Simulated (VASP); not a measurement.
Write the native input for VASP 6.6.1 that does the following.

| Property | Result |
| --- | --- |
| Task | single point |
| Functional | r2SCAN |
| Potentials or basis | VASP PAW PBE potentials, release 64 (Pd, Ge_d) |
| Cutoff | 520 eV |
| k mesh | 5 × 5 × 5 |
| Occupations | methfessel-paxton, width 0.001 eV |
| Spin | no spin polarisation |
| Dipole correction | no |
| Further INCAR settings | ALGO = Normal; EDIFF = 1e-06; NBANDS = 54 |

Crystal: GePd3.

```
Pd Ge
1.0
     5.37987    0.00000    0.00000
     0.00000    4.35417    0.00000
     0.00000    0.00000    4.74133
Pd Ge
6 2
Direct
  0.00000 0.50000 0.67000
  0.50000 0.00000 0.33000
  0.25000 0.00000 0.83300
  0.75000 0.00000 0.83300
  0.75000 0.50000 0.16700
  0.25000 0.50000 0.16700
  0.00000 0.00000 0.33000
  0.50000 0.50000 0.67000
```

The input as run:

POSCAR

```
GePd3
1.0
    5.3798701500      0.0000000000      0.0000000000
    0.0000000000      4.3541715100      0.0000000000
    0.0000000000      0.0000000000      4.7413318600
Pd Ge
6 2
Direct
    0.0000000000      0.5000000000      0.6700000000
    0.5000000000      0.0000000000      0.3300000000
    0.2500000000      0.0000000000      0.8330000000
    0.7500000000      0.0000000000      0.8330000000
    0.7500000000      0.5000000000      0.1670000000
    0.2500000000      0.5000000000      0.1670000000
    0.0000000000      0.0000000000      0.3300000000
    0.5000000000      0.5000000000      0.6700000000
```

INCAR.step1

```
SYSTEM = GePd3
  ALGO = Normal
  EDIFF = 1E-4
  ENCUT = 520
  GGA = PE
  ISMEAR = 1
  LASPH = .TRUE.
  LCHARG = .FALSE.
  LREAL = .FALSE.
  LWAVE = .TRUE.
  NBANDS = 54
  NELM = 100
  PREC = Accurate
  SIGMA = 0.001
```

INCAR.step2

```
SYSTEM = GePd3
  ALGO = Normal
  EDIFF = 1E-6
  ENCUT = 520
  ISIF = 2
  ISMEAR = 1
  ISTART = 1
  LASPH = .TRUE.
  LCHARG = .FALSE.
  LMIXTAU = .TRUE.
  LREAL = .FALSE.
  LWAVE = .FALSE.
  METAGGA = R2SCAN
  NBANDS = 54
  NELM = 100
  PREC = Accurate
  SIGMA = 0.001
```

KPOINTS

```
k-points
0
G
  5 5 5
  0 0 0
```

Potentials or basis: VASP PAW PBE potentials, release 64 (Pd, Ge_d).

Launch:

```sh
$ cat potpaw_PBE.64/Pd/POTCAR potpaw_PBE.64/Ge_d/POTCAR > POTCAR
$ cp INCAR.step1 INCAR
$ mpirun -np 1 vasp_std > vasp.out
$ cp INCAR.step2 INCAR
$ mpirun -np 1 vasp_std > vasp.out
```

Results of the run:

The pressure is 13.8 GPa. The largest force is 0.610 eV/Å. The band gap on the k mesh is zero (band 44 reaches 11.58 eV, above the bottom of band 45 at 10.60 eV).

Caveat: the PAW data sets were made with another functional, which shifts forces and pressure a little.

Run time: 4.2 min on 1 thread of Intel(R) Xeon(R) Platinum 8559C (Emerald Rapids), on a shared host, peak memory 0.28 GiB.
